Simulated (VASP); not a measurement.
# BAs (F-43m) in VASP: further runs

Runs on BAs. Level: LDA. Tasks: vibrations by perturbation theory.

Program: VASP 6.6.1. These are calculated values, not measurements. Logs are shortened: lines on timing, memory, paths and dates and some standing lists are left out, and cuts for length are marked.

## Step 1: The cell of the first run

Symmetry: F-43m, No. 216, cubic system. Conventional cell: a = 4.550 Å, b = 4.550 Å, c = 4.550 Å, α = 90.00°, β = 90.00°, γ = 90.00°. B (site symmetry -43m) has 4 As at 1.97 Å within 2.6 Å. As (site symmetry -43m) has 4 B at 1.97 Å within 2.6 Å.

## Step 2: Vibrations by perturbation theory, LDA

INCAR

```
ALGO = Normal
EDIFF = 1E-8
ENCUT = 520
GGA = CA
IBRION = 8
ISIF = 2
ISMEAR = 0
LASPH = True
LCHARG = False
LEPSILON = True
LREAL = False
LWAVE = False
NBANDS = 11
NELM = 60
NSW = 1
PREC = Accurate
SIGMA = 0.01
```

KPOINTS

```
k-points
0
Gamma
  10 10 10
```

POSCAR

```
BAs
1.0
    0.0000000000      2.2748372359      2.2748372359
    2.2748372359      0.0000000000      2.2748372359
    2.2748372359      2.2748372359      0.0000000000
B As
1 1
Direct
    0.0000000000      0.0000000000      0.0000000000
    0.7500000000      0.7500000000      0.7500000000
```

Potentials or basis: VASP PAW LDA potentials, release 64 (B, As).

Run with:

```console
$ cat potpaw_LDA.64/B/POTCAR potpaw_LDA.64/As/POTCAR > POTCAR
$ mpirun -np 1 vasp_std > vasp.out
```

OUTCAR:

```text
EDIFF = 1E-8
   ENCUT = 520
   GGA = CA
   IBRION = 8
   ISIF = 2
   ISMEAR = 0
   LASPH = True
   LEPSILON = True
   LREAL = False
   NELM = 60
   NSW = 1
   PREC = Accurate

 ion  position               nearest neighbor table
   1  0.000  0.000  0.000-   2 1.97   2 1.97   2 1.97   2 1.97
   2  0.750  0.750  0.750-   1 1.97   1 1.97   1 1.97   1 1.97

  LATTYP: Found a face centered cubic cell.
 ALAT       =     4.5496744718

  Lattice vectors:

 A1 = (   0.0000000000,   2.2748372359,   2.2748372359)
 A2 = (   2.2748372359,   0.0000000000,   2.2748372359)
 A3 = (   2.2748372359,   2.2748372359,   0.0000000000)

Analysis of symmetry for initial positions (statically):
=====================================================================
 Subroutine PRICEL returns:
 Original cell was already a primitive cell.

 Routine SETGRP: Setting up the symmetry group for a
 face centered cubic supercell.

 Subroutine GETGRP returns: Found 24 space group operations
 (whereof 24 operations were pure point group operations)
 out of a pool of 48 trial point group operations.

The static configuration has the point symmetry T_d .

Analysis of symmetry for dynamics (positions and initial velocities):
=====================================================================
 Subroutine PRICEL returns:
 Original cell was already a primitive cell.

 Routine SETGRP: Setting up the symmetry group for a
 face centered cubic supercell.

 Subroutine GETGRP returns: Found 24 space group operations
 (whereof 24 operations were pure point group operations)
 out of a pool of 48 trial point group operations.

The dynamic configuration has the point symmetry T_d .

 Subroutine INISYM returns: Found 24 space group operations
 (whereof 24 operations are pure point group operations),
 and found     1 'primitive' translations

----------------------------------------------------------------------------------------

                                     Primitive cell

  volume of cell :      23.5440

  direct lattice vectors                    reciprocal lattice vectors
     0.000000000  2.274837236  2.274837236    -0.219795945  0.219795945  0.219795945
     2.274837236  0.000000000  2.274837236     0.219795945 -0.219795945  0.219795945
     2.274837236  2.274837236  0.000000000     0.219795945  0.219795945 -0.219795945

  length of vectors
     3.217105671  3.217105671  3.217105671     0.380697744  0.380697744  0.380697744

  position of ions in fractional coordinates (direct lattice)
     0.000000000  0.000000000  0.000000000
     0.750000000  0.750000000  0.750000000

  ion indices of the primitive-cell ions
   primitive index   ion index
                 1           1
                 2           2

----------------------------------------------------------------------------------------

 KPOINTS: k-points

Automatic generation of k-mesh.
 Grid dimensions read from file:
 generate k-points for:   10   10   10

 Generating k-lattice:

  Cartesian coordinates                     Fractional coordinates (reciprocal lattice)
    -0.021979595  0.021979595  0.021979595     0.100000000  0.000000000  0.000000000
     0.021979595 -0.021979595  0.021979595     0.000000000  0.100000000  0.000000000
     0.021979595  0.021979595 -0.021979595     0.000000000  0.000000000  0.100000000

  Length of vectors
     0.038069774  0.038069774  0.038069774

  Shift w.r.t. Gamma in fractional coordinates (k-lattice)
     0.000000000  0.000000000  0.000000000

 Subroutine IBZKPT returns following result:
 ===========================================

 Found     47 irreducible k-points:

 Following reciprocal coordinates:
            Coordinates               Weight
  0.000000  0.000000  0.000000      1.000000
  0.100000  0.000000  0.000000      8.000000
[... 439 lines left out ...]
  volume of cell :       23.54
      direct lattice vectors                 reciprocal lattice vectors
     0.000000000  2.274837236  2.274837236    -0.219795945  0.219795945  0.219795945
     2.274837236  0.000000000  2.274837236     0.219795945 -0.219795945  0.219795945
     2.274837236  2.274837236  0.000000000     0.219795945  0.219795945 -0.219795945

 POSITION                                       TOTAL-FORCE (eV/Angst)
 -----------------------------------------------------------------------------------
      0.00000      0.00000      0.00000         0.000000      0.000000      0.000000
      3.41226      3.41226      3.41226        -0.000000     -0.000000     -0.000000
 -----------------------------------------------------------------------------------
    total drift:                               -0.000000     -0.000000     -0.000000

  FREE ENERGIE OF THE ION-ELECTRON SYSTEM (eV)
  ---------------------------------------------------
  free  energy   TOTEN  =       -12.7186021925 eV

  energy  without entropy=      -12.7186021925  energy(sigma->0) =      -12.71860219

 HEAD OF MICROSCOPIC STATIC DIELECTRIC TENSOR (INDEPENDENT PARTICLE, excluding Hartree and local field effects)
 ------------------------------------------------------
           9.750401     0.000000    -0.000000
           0.000000     9.750401     0.000000
           0.000000     0.000000     9.750401
 ------------------------------------------------------

 Free energy of the ion-electron system (eV)
  ---------------------------------------------------
  ---------------------------------------------------
  free energy    TOTEN  =        -0.57451317 eV

  energy without entropy =       -0.57451317

------------------------ aborting loop because EDIFF is reached ----------------------------------------

--------------------------------------- Ionic step        2  -------------------------------------------

------------------------ aborting loop because EDIFF is reached ----------------------------------------

--------------------------------------- Ionic step        3  -------------------------------------------

------------------------ aborting loop because EDIFF is reached ----------------------------------------

 PIEZOELECTRIC TENSOR FIELD DIRECTION 3  (e Angst)
 -----------------------------------------------------------------------------
    -0.00050 -0.42264  0.00000           ( -0.00000 -0.10050  0.00000)
    -0.42264 -0.00050  0.00000           ( -0.10050 -0.00000  0.00000)
     0.00000  0.00000  0.00018           (  0.00000  0.00000 -0.00000)

 PIEZOELECTRIC TENSOR FIELD DIRECTION 3  (C/m^2)
 -----------------------------------------------------------------------------
    -0.00034 -0.28761  0.00000
    -0.28761 -0.00034  0.00000
     0.00000  0.00000  0.00013

--------------------------------------- Ionic step        4  -------------------------------------------

------------------------ aborting loop because EDIFF is reached ----------------------------------------

[... ionic steps 5 to 6 ...]

--------------------------------------- Ionic step        7  -------------------------------------------

 Free energy of the ion-electron system (eV)
  ---------------------------------------------------
  ---------------------------------------------------
  free energy    TOTEN  =        -0.03698409 eV

  energy without entropy =       -0.03698409

------------------------ aborting loop because EDIFF is reached ----------------------------------------

 INTERNAL STRAIN TENSOR  FOR ION    2  DIRECTION 1   (eV/Angst):
 -----------------------------------------------------------------------------
    -0.00980  0.00000  0.00000
     0.00000  0.00715 13.39588
     0.00000 13.39588  0.00715

 MACROSCOPIC STATIC DIELECTRIC TENSOR (including local field effects in DFT)
 ------------------------------------------------------
           9.372061     0.000000    -0.000000
          -0.000000     9.372061     0.000000
          -0.000000    -0.000000     9.372061
 ------------------------------------------------------

 PIEZOELECTRIC TENSOR (including local field effects)  for field in x, y, z        (e  Angst)
          XX          YY          ZZ          XY          YZ          ZX
  --------------------------------------------------------------------------------
  x    -0.00000     0.00000    -0.00000     0.00000    -0.41768     0.00000
  y     0.00000     0.00000    -0.00000     0.00000     0.00000    -0.41768
  z    -0.00000    -0.00000     0.00000    -0.41768     0.00000     0.00000

 PIEZOELECTRIC TENSOR (including local field effects)  for field in x, y, z        (C/m^2)
          XX          YY          ZZ          XY          YZ          ZX
  --------------------------------------------------------------------------------
  x    -0.00000     0.00000    -0.00000     0.00000    -0.28423     0.00000
  y     0.00000     0.00000    -0.00000     0.00000     0.00000    -0.28423
  z    -0.00000    -0.00000     0.00000    -0.28423     0.00000     0.00000

 BORN EFFECTIVE CHARGES (including local field effects) (in |e|, cummulative output)
 ---------------------------------------------------------------------------------
 ion    1
    1    -0.92363     0.00000     0.00000
    2    -0.00000    -0.92363     0.00000
    3    -0.00000     0.00000    -0.92363
 ion    2
    1     0.92363    -0.00000    -0.00000
    2     0.00000     0.92363    -0.00000
    3     0.00000    -0.00000     0.92363

 INTERNAL STRAIN TENSOR FOR ION    2 for displacements in x,y,z  (eV/Angst):
          X           Y           Z          XY          YZ          ZX
  --------------------------------------------------------------------------------
  x    -0.00000     0.00000     0.00000     0.00000    13.39588     0.00000
  y     0.00000     0.00000     0.00000     0.00000     0.00000    13.39588
  z     0.00000     0.00000    -0.00000    13.39588     0.00000     0.00000

 SECOND DERIVATIVES (NOT SYMMETRIZED)
 ------------------------------------
               1X          1Y          1Z          2X          2Y          2Z
  1X   -21.891946    0.000000    0.000000   21.891946    0.000000    0.000000
  1Y     0.000000  -21.891946    0.000000    0.000000   21.891946    0.000000
  1Z     0.000000    0.000000  -21.891946    0.000000    0.000000   21.891946
  2X    21.885643    0.000000    0.000000  -21.885643    0.000000    0.000000
  2Y     0.000000   21.885643    0.000000    0.000000  -21.885643    0.000000
  2Z     0.000000    0.000000   21.885643    0.000000    0.000000  -21.885643

 Eigenvectors and eigenvalues of the dynamical matrix
 ----------------------------------------------------

   1 f  =   23.796957 THz   149.520690 2PiTHz  793.781040 cm-1    98.416262 meV
             X         Y         Z           dx          dy          dz
      0.000000  0.000000  0.000000     0.170270   -0.769461    0.502861
      3.412256  3.412256  3.412256    -0.064670    0.292248   -0.190991
[... 21 lines left out ...]
   6 f/i=    0.001137 THz     0.007146 2PiTHz    0.037934 cm-1     0.004703 meV
             X         Y         Z           dx          dy          dz
      0.000000  0.000000  0.000000     0.044025    0.349211    0.046717
      3.412256  3.412256  3.412256     0.115913    0.919438    0.123002

--------------------------------------------------------------------------------------------------------

 MACROSCOPIC STATIC DIELECTRIC TENSOR IONIC CONTRIBUTION
 ------------------------------------------------------
           0.299541     0.000000    -0.000000
           0.000000     0.299541    -0.000000
          -0.000000    -0.000000     0.299541
 ------------------------------------------------------

 ELASTIC MODULI CONTR FROM IONIC RELAXATION (kBar)
 Direction    XX          YY          ZZ          XY          YZ          ZX
 --------------------------------------------------------------------------------
 XX          -0.0000     -0.0000     -0.0000      0.0000      0.0000     -0.0000
 YY          -0.0000     -0.0000     -0.0000      0.0000      0.0000     -0.0000
 ZZ          -0.0000     -0.0000     -0.0000      0.0000      0.0000     -0.0000
 XY           0.0000      0.0000      0.0000   -576.2939      0.0000     -0.0000
 YZ           0.0000      0.0000      0.0000      0.0000   -576.2939     -0.0000
 ZX          -0.0000     -0.0000     -0.0000     -0.0000     -0.0000   -576.2939
 --------------------------------------------------------------------------------

 PIEZOELECTRIC TENSOR IONIC CONTR  for field in x, y, z        (C/m^2)
          XX          YY          ZZ          XY          YZ          ZX
  --------------------------------------------------------------------------------
  x    -0.00000    -0.00000    -0.00000    -0.00000     0.39095     0.00000
  y     0.00000     0.00000     0.00000     0.00000     0.00000     0.39095
  z    -0.00000    -0.00000    -0.00000     0.39095    -0.00000    -0.00000
```

It took 3.1 min on 1 thread of Intel Xeon Platinum 8488C (Sapphire Rapids), shared host; peak memory 0.22 GiB.

Results:

```yaml
Electronic_dielectric_tensor_diagonal: 9.37
Born_charges_mean_of_the_diagonal: B -0.92; As +0.92 e
Highest_phonon_frequency_at_Γ_LO-TO_splitting_left_out: 794 cm⁻¹
```

Phonon frequencies in cm⁻¹ (negative: imaginary):
```
              q point        frequencies
(0.000, 0.000, 0.000)  0 0 0 794 794 794
```

Electronic dielectric tensor:
```
9.37 0.00 0.00
0.00 9.37 0.00
0.00 0.00 9.37
```

Born effective charge tensors (e):
atom 1, B
```
-0.92  0.00  0.00
 0.00 -0.92  0.00
 0.00  0.00 -0.92
```
atom 2, As
```
0.92 0.00 0.00
0.00 0.92 0.00
0.00 0.00 0.92
```

Caveat: the cell stands under pressure or tension, which shifts response properties.

[end of part 1 of 2]
